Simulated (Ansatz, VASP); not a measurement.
## One calculation of Li2Nb, two programs

```
CELL_PARAMETERS angstrom
2.77683 0.00000 0.00000
-1.38841 2.40480 0.00000
0.00000 0.00000 8.43177
ATOMIC_POSITIONS crystal
Li 0.00000 0.00000 0.16456
Li 0.00000 0.00000 0.83544
Nb 0.00000 0.00000 0.50000
```

Alike in both runs: task relaxation of cell and atoms; functional PBE; k mesh 21 × 21 × 6; occupations gaussian, width 0.1 eV; no spin polarisation.

```csv
,VASP,Ansatz
version,VASP 6.6.1,Ansatz 0.2.0
potentials or method,"VASP PAW PBE potentials, release 64 (Li_sv, Nb_sv), cutoff 600 eV","scalar-relativistic, plane waves, PAW"
valence electrons in the cell,19,19
```

VASP gave:

* gap on the k mesh at the Fermi level, each at its own relaxed structure (eV): none
* relaxed volume (Å³/atom): 18.51
* relaxed cell length with the largest relative difference (Å): 8.380

**Question.** What did Ansatz give for the same quantities?

**Answer.** gap on the k mesh at the Fermi level, each at its own relaxed structure (eV): none; relaxed volume (Å³/atom): 18.57; relaxed cell length with the largest relative difference (Å): 8.390.

A gap of «none» marks a metal or a gap that the smearing closes.

Noted on VASP's run: the cutoff is short for stress, so the pressure is rough.
